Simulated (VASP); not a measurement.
Wanted: the native input for a VASP 6.6.1 run.

```yaml
Task: single point
Functional: PBE
Potentials_or_basis: VASP PAW PBE potentials, release 64 (Na_pv)
Cutoff: 520 eV
k_mesh: 16 × 16 × 16
Occupations: gaussian, width 0.15 eV
Spin: no spin polarisation
Dipole_correction: no
Further_INCAR_settings: ALGO = Fast; EDIFF = 1e-07; NBANDS = 10
```

The structure of Na lies in POSCAR:

```
Na
1.0
   -2.1175000000      2.1175000000      2.1810250000
    2.1175000000     -2.1175000000      2.1810250000
    2.1175000000      2.1175000000     -2.1810250000
Na
1
Direct
    0.0000000000      0.0000000000      0.0000000000
```

This cell differs from its parent crystal: strain +0.000 along x and y, +0.030 along z.

These files were run (other wordings do the same):

INCAR

```
SYSTEM = Na
PREC = Accurate
ENCUT = 520
EDIFF = 1E-7
ISMEAR = 0
SIGMA = 0.15
LREAL = .False.
LASPH = .True.
NELM = 100
ALGO = Fast
ISIF = 2
LWAVE = .False.
LCHARG = .False.
GGA = PE
NBANDS = 10
```

KPOINTS

```
regular mesh
0
Gamma
  16 16 16
  0 0 0
```

Potentials or basis: VASP PAW PBE potentials, release 64 (Na_pv).

The run is started by

```console
$ cat potpaw_PBE.64/Na_pv/POTCAR > POTCAR
$ mpirun -np 1 vasp_std > vasp.out
```

Results of the run:

```json
{
  "Pressure": "-0.4 GPa",
  "Band gap on the k mesh": "zero (an odd number of electrons rules out a gap without spin polarisation)"
}
```

Caveat: the cell differs from its parent crystal (strain +0.000 along x and y, +0.030 along z).

Run time: 120 s on 1 thread of Intel(R) Xeon(R) Platinum 8375C CPU @ 2.90GHz (Ice Lake), on a shared host, peak memory 0.23 GiB.
